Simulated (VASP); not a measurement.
# Se (Fd-3m) in VASP: further runs

Se is run at these levels: LDA; tasks: single point.

Program: VASP 6.6.1. These are calculated values, not measurements. Logs are shortened: lines on timing, memory, paths and dates and some standing lists are left out, and cuts for length are marked.

## 1. The cell of the first run

Symmetry: Fd-3m, No. 227, cubic system. The conventional cell has a = 6.168 Å, b = 6.168 Å, c = 6.168 Å, α = 90.00°, β = 90.00°, γ = 90.00°. Within 3.5 Å of Se (site symmetry -43m) lie 4 Se at 2.67 Å.

This isn't the form of Se at room conditions, which is trigonal, of chains.

## 2. Single point, LDA

Input file INCAR:

```
PREC = Accurate ; ENCUT = 520
EDIFF = 1E-7 ; ISMEAR = -1
SIGMA = 0.1 ; LREAL = False
LASPH = True ; NELM = 100
ALGO = Normal ; ISIF = 2
LWAVE = False ; LCHARG = True
LELF = True ; LVHAR = True
NBANDS = 13
```

Input file KPOINTS:

```
Automatic mesh
0
Gamma
  9 9 9
```

Input file POSCAR:

```
Se
1.0
    0.0000000000      3.0840858748      3.0840858748
    3.0840858748      0.0000000000      3.0840858748
    3.0840858748      3.0840858748      0.0000000000
Se
2
Direct
    0.1250000000      0.1250000000      0.1250000000
    0.8750000000      0.8750000000      0.8750000000
```

Potentials or basis: VASP PAW LDA potentials, release 64 (Se).

Started as:

```bash
cat potpaw_LDA.64/Se/POTCAR > POTCAR
mpirun -np 1 vasp_std > vasp.out
```

OUTCAR:

```text
PREC = Accurate
   ENCUT = 520
   EDIFF = 1E-7
   ISMEAR = -1
   LREAL = False
   LASPH = True
   NELM = 100
   ISIF = 2

 ion  position               nearest neighbor table
   1  0.125  0.125  0.125-   2 2.67   2 2.67   2 2.67   2 2.67
   2  0.875  0.875  0.875-   1 2.67   1 2.67   1 2.67   1 2.67

  LATTYP: Found a face centered cubic cell.
 ALAT       =     6.1681717496

  Lattice vectors:

 A1 = (   0.0000000000,   3.0840858748,   3.0840858748)
 A2 = (   3.0840858748,   0.0000000000,   3.0840858748)
 A3 = (   3.0840858748,   3.0840858748,   0.0000000000)

Analysis of symmetry for initial positions (statically):
=====================================================================
 Subroutine PRICEL returns:
 Original cell was already a primitive cell.

 Routine SETGRP: Setting up the symmetry group for a
 face centered cubic supercell.

 Subroutine GETGRP returns: Found 48 space group operations
 (whereof 12 operations were pure point group operations)
 out of a pool of 48 trial point group operations.

The static configuration has the point symmetry D_3d.
 The point group associated with its full space group is O_h .

Analysis of symmetry for dynamics (positions and initial velocities):
=====================================================================
 Subroutine PRICEL returns:
 Original cell was already a primitive cell.

 Routine SETGRP: Setting up the symmetry group for a
 face centered cubic supercell.

 Subroutine GETGRP returns: Found 48 space group operations
 (whereof 12 operations were pure point group operations)
 out of a pool of 48 trial point group operations.

The dynamic configuration has the point symmetry D_3d.
 The point group associated with its full space group is O_h .

 Subroutine INISYM returns: Found 48 space group operations
 (whereof 12 operations are pure point group operations),
 and found     1 'primitive' translations

----------------------------------------------------------------------------------------

                                     Primitive cell

  volume of cell :      58.6691

  direct lattice vectors                    reciprocal lattice vectors
     0.000000000  3.084085875  3.084085875    -0.162122593  0.162122593  0.162122593
     3.084085875  0.000000000  3.084085875     0.162122593 -0.162122593  0.162122593
     3.084085875  3.084085875  0.000000000     0.162122593  0.162122593 -0.162122593

  length of vectors
     4.361556072  4.361556072  4.361556072     0.280804569  0.280804569  0.280804569

  position of ions in fractional coordinates (direct lattice)
     0.125000000  0.125000000  0.125000000
     0.875000000  0.875000000  0.875000000

  ion indices of the primitive-cell ions
   primitive index   ion index
                 1           1
                 2           2

----------------------------------------------------------------------------------------

 KPOINTS: Automatic mesh

Automatic generation of k-mesh.
 Grid dimensions read from file:
 generate k-points for:    9    9    9

 Generating k-lattice:

  Cartesian coordinates                     Fractional coordinates (reciprocal lattice)
    -0.018013621  0.018013621  0.018013621     0.111111111  0.000000000  0.000000000
     0.018013621 -0.018013621  0.018013621     0.000000000  0.111111111  0.000000000
     0.018013621  0.018013621 -0.018013621     0.000000000  0.000000000  0.111111111

  Length of vectors
     0.031200508  0.031200508  0.031200508

  Shift w.r.t. Gamma in fractional coordinates (k-lattice)
     0.000000000  0.000000000  0.000000000

 Subroutine IBZKPT returns following result:
 ===========================================

 Found     35 irreducible k-points:

 Following reciprocal coordinates:
            Coordinates               Weight
  0.000000  0.000000  0.000000      1.000000
  0.111111  0.000000  0.000000      8.000000
  0.222222  0.000000  0.000000      8.000000
  0.333333  0.000000  0.000000      8.000000
  0.444444  0.000000  0.000000      8.000000
  0.111111  0.111111  0.000000      6.000000
[... 16 lines left out ...]
 -0.333333  0.333333  0.000000     12.000000
  0.444444  0.444444  0.000000      6.000000
 [... further k-points ...]
   k-points           NKPTS =     35   k-points in BZ     NKDIM =     35   number of bands    NBANDS=     13
   number of dos      NEDOS =    301   number of ions     NIONS =      2
   total plane-waves  NPLWV =  32768
   dimension x,y,z NGX =    32 NGY =   32 NGZ =   32
   dimension x,y,z NGXF=    64 NGYF=   64 NGZF=   64
   ions per type =               2
   NGX,Y,Z   is equivalent  to a cutoff of  12.20, 12.20, 12.20 a.u.
   NGXF,Y,Z  is equivalent  to a cutoff of  24.39, 24.39, 24.39 a.u.
 SYSTEM =  unknown system
   PREC   = accura    normal or accurate (medium, high low for compatibility)
   ISTART =      0    job   : 0-new  1-cont  2-samecut
   ICHARG =      2    charge: 1-file 2-atom 10-const
   ISPIN  =      1    spin polarized calculation?
   LNONCOLLINEAR =      F non collinear calculations
   LSORBIT =      F    spin-orbit coupling
   LASPH  =      T    aspherical Exc in radial PAW
   ENCUT  =  520.0 eV  38.22 Ry    6.18 a.u.   8.11  8.11  8.11*2*pi/ulx,y,z
   NELM   =    100;   NELMIN=  2; NELMDL= -5     # of ELM steps
   EDIFF  = 0.1E-06   stopping-criterion for ELM
   LREAL  =      F    real-space projection
   EDIFFG = 0.1E-05   stopping-criterion for IOM
   NSW    =      0    number of steps for IOM
   IBRION =     -1    ionic relax: 0-MD 1-quasi-New 2-CG
   NFREE  =      0    steps in history (QN), initial steepest desc. (CG)
   ISIF   =      2    stress and relaxation
   ISYM   =      2    0-nonsym 1-usesym 2-fastsym
   POTIM  = 0.5000    time-step for ionic-motion
   TEBEG  =    0.0;   TEEND  =   0.0 temperature during run
   PSTRESS=    0.0 pullay stress
   NELECT =      12.0000    total number of electrons
   NUPDOWN=      -1.0000    fix difference up-down
   EMIN   =  10.00;   EMAX   =-10.00  energy-range for DOS
   EFERMI =   0.00;   METHOD = LEGACY
   ISMEAR =    -1;   SIGMA  =   0.10  broadening in eV -4-tet -1-fermi 0-gaus
   EFERMI_NEDOS =   21; number of points for ismear=-14 and -15
   IALGO  =     38    algorithm
   IMIX   =      4    mixing-type and parameters
     AMIX     =   0.40;   BMIX     =  1.00
     AMIX_MAG =   1.60;   BMIX_MAG =  1.00
  volume/ion in A,a.u.               =      29.33       197.96
  Fermi-wavevector in a.u.,A,eV,Ry     =   0.964566  1.822766 12.658701  0.930388
  Thomas-Fermi vector in A             =   2.094209
   LORBIT       =      0    0 simple, 1 ext, 2 COOP (PROOUT), +10 PAW based schemes
   GGA     = CA    functional components
   LHFCALC =     F    Hartree Fock is set to
   AEXX    =    0.0000 exact exchange contribution
   IVDW    =     0    specifies the selected vdW correction
   LEPSILON=     F    determine dielectric tensor
   LRPA    =     F    only Hartree local field effects (RPA)
 non-spin polarized calculation
  energy-cutoff  :      520.00
  volume of cell :       58.67
 maximum number of plane-waves:      1596
   NGX = 17   NGY = 17   NGZ = 17

 number of electron      11.9999997 magnetization

 Free energy of the ion-electron system (eV)
  ---------------------------------------------------
  ext. energy  EPLUGINS =         0.00000000
  ---------------------------------------------------
  free energy    TOTEN  =        -7.23512937 eV

  energy without entropy =       -7.17851032  energy(sigma->0) =       -7.20681984

 E-fermi :   2.6442     XC(G=0):  -8.8278

 val. band max:        2.6141507536   @ k =  -0.1111   0.1111   0.0000
 cond. band min:       2.6820151846   @ k =   0.2222   0.1111   0.0000
 fundamental gap:      0.0678644310
 Fermi energy:         2.6441611081

 k-point     1 :       0.0000    0.0000    0.0000
  band No.  band energies     occupation
      1     -13.1189      2.00000
      2      -7.4015      2.00000
      3      -0.9911      2.00000
      4      -0.9911      2.00000
      5      -0.9911      2.00000
      6       1.7921      1.99960
      7       1.7921      1.99960
      8       1.7921      1.99960
      9       6.7317      0.00000
     10      10.2177      0.00000
     11      10.2177      0.00000
     12      12.0906      0.00000
     13      12.0906      0.00000

 k-point     2 :       0.1111    0.0000    0.0000
  band No.  band energies     occupation
      1     -13.0302      2.00000
      2      -7.6429      2.00000
      3      -1.1123      2.00000
      4      -1.1123      2.00000
      5      -1.0413      2.00000
      6       1.9629      1.99780
      7       1.9735      1.99756
      8       1.9735      1.99756
      9       7.1683      0.00000
     10       9.8440      0.00000
     11       9.8440      0.00000
     12      11.6997      0.00000
     13      12.8881      0.00000

 k-point     3 :       0.2222    0.0000    0.0000
  band No.  band energies     occupation
      1     -12.7775      2.00000
      2      -8.2465      2.00000
      3      -1.3677      2.00000
      4      -1.3677      2.00000
      5      -1.2429      2.00000
      6       2.3666      1.88270
      7       2.3666      1.88270
      8       2.5901      1.26383
      9       8.0850      0.00000
     10       9.5272      0.00000
     11       9.5272      0.00000
     12      11.2705      0.00000
     13      14.4096      0.00000
[... 305 lines left out ...]
 k-point    23 :      -0.3333    0.3333    0.0000
  band No.  band energies     occupation
      1     -11.4896      2.00000
      2     -10.2463      2.00000
      3      -3.1361      2.00000
      4      -2.1873      2.00000
      5       0.2589      2.00000
      6       2.5350      1.49722
      7       3.9803      0.00000
      8       4.1736      0.00000
      9       7.6768      0.00000
     10       9.8939      0.00000
     11      10.0390      0.00000
     12      13.5530      0.00000
     13      14.6766      0.00000

 k-point    24 :       0.4444    0.4444    0.0000
  band No.  band energies     occupation
      1     -11.3310      2.00000
      2     -10.4370      2.00000
      3      -2.5620      2.00000
      4      -2.5620      2.00000
      5       0.5484      2.00000
      6       0.5714      2.00000
      7       4.9468      0.00000
      8       4.9468      0.00000
      9       8.2070      0.00000
     10       9.3626      0.00000
     11      12.5892      0.00000
     12      12.5892      0.00000
     13      13.1098      0.00000

 [... further k-points ...]

------------------------ aborting loop because EDIFF is reached ----------------------------------------

  FORCE on cell =-STRESS in cart. coord.  units (eV):
  Direction    XX          YY          ZZ          XY          YZ          ZX
  --------------------------------------------------------------------------------------
  -------------------------------------------------------------------------------------
  Total        0.0575802      0.0575802      0.0575802      0.0000000     -0.0000000      0.0000000
  in kB        1.5724411      1.5724411      1.5724411      0.0000000     -0.0000000      0.0000000
  external PRESSURE =       1.5724411 kB  Pullay stress =       0.0000000 kB

 VOLUME and BASIS-vectors are now :
 -----------------------------------------------------------------------------
  energy-cutoff  :      520.00
  volume of cell :       58.67
      direct lattice vectors                 reciprocal lattice vectors
     0.000000000  3.084085875  3.084085875    -0.162122593  0.162122593  0.162122593
     3.084085875  0.000000000  3.084085875     0.162122593 -0.162122593  0.162122593
     3.084085875  3.084085875  0.000000000     0.162122593  0.162122593 -0.162122593

 POSITION                                       TOTAL-FORCE (eV/Angst)
 -----------------------------------------------------------------------------------
      0.77102      0.77102      0.77102        -0.000000     -0.000000     -0.000000
      5.39715      5.39715      5.39715         0.000000      0.000000      0.000000
 -----------------------------------------------------------------------------------
    total drift:                                0.000000      0.000000     -0.000000

  FREE ENERGIE OF THE ION-ELECTRON SYSTEM (eV)
  ---------------------------------------------------
  free  energy   TOTEN  =        -7.2351293655 eV

  energy  without entropy=       -7.1785103245  energy(sigma->0) =       -7.20681984
```

It took 28 s on 1 thread of Intel Xeon 8259CL, shared host; peak memory 0.15 GiB.

What came out:

```
Free energy            : -7.2351 eV
Pressure               : 0.2 GPa
Band gap on the k mesh : zero (bands 6 and 7 overlap by 1.12 eV)
```

Levels at points of the mesh, in eV from the Fermi level:
| k point | band 3 | band 4 | band 5 | band 6 | band 7 | band 8 | band 9 | band 10 |
| --- | --- | --- | --- | --- | --- | --- | --- | --- |
| (0.00, 0.00, 0.00) | -3.64 | -3.64 | -3.64 | -0.85 | -0.85 | -0.85 | 4.09 | 7.57 |

## 3. Single point, LDA (25.81 Å³/atom)

This run uses another cell than the first one, of 25.81 Å³/atom.

Input file INCAR:

```
  PREC = Accurate
  ENCUT = 520
  EDIFF = 1E-6
  ISMEAR = -1
  SIGMA = 0.1
  LREAL = F
  LASPH = T
  NELM = 80
  ALGO = Normal
  ISIF = 2
  LWAVE = F
  LCHARG = F
  GGA = CA
  NBANDS = 13
```

Input file KPOINTS:

```
Automatic mesh
0
Gamma
  10 10 10
```

Input file POSCAR:

```
Se
1.0
    0.0000000000      2.9554300603      2.9554300603
    2.9554300603      0.0000000000      2.9554300603
    2.9554300603      2.9554300603      0.0000000000
Se
2
Direct
    0.1250000000      0.1250000000      0.1250000000
    0.8750000000      0.8750000000      0.8750000000
```

Potentials or basis: VASP PAW LDA potentials, release 64 (Se).

Started as:

```bash
cat potpaw_LDA.64/Se/POTCAR > POTCAR
mpirun -np 1 vasp_std > vasp.out
```

Run time: 27 s. Hardware: 1 thread of Intel Xeon 8259CL, shared host; peak memory 0.16 GiB.

It converged, with:

```yaml
Free_energy: -7.0745 eV
Pressure: 8.1 GPa
Band_gap_on_the_k_mesh: zero (bands 6 and 7 overlap by 1.42 eV)
```

Levels at points of the mesh, in eV from the Fermi level:
| k point | band 2 | band 3 | band 4 | band 5 | band 6 | band 7 | band 8 | band 9 | band 10 | band 11 |
| --- | --- | --- | --- | --- | --- | --- | --- | --- | --- | --- |
| (0.00, 0.00, 0.00) | -9.58 | -4.12 | -4.12 | -4.12 | -1.06 | -1.06 | -1.06 | 4.08 | 7.44 | 7.44 |
| (0.50, 0.00, 0.00) | -12.54 | -5.00 | -5.00 | -4.73 | 0.23 | 0.23 | 2.59 | 6.61 | 6.84 | 8.09 |
| (0.50, 0.50, 0.00) | -14.10 | -5.99 | -5.99 | -2.34 | -2.34 | 2.94 | 2.94 | 6.35 | 6.35 | 9.91 |

Caveat: the cell stands under pressure.

[end of part 1 of 2]

The gap in the log of VASP goes by the Fermi energy; the results here count the filled bands.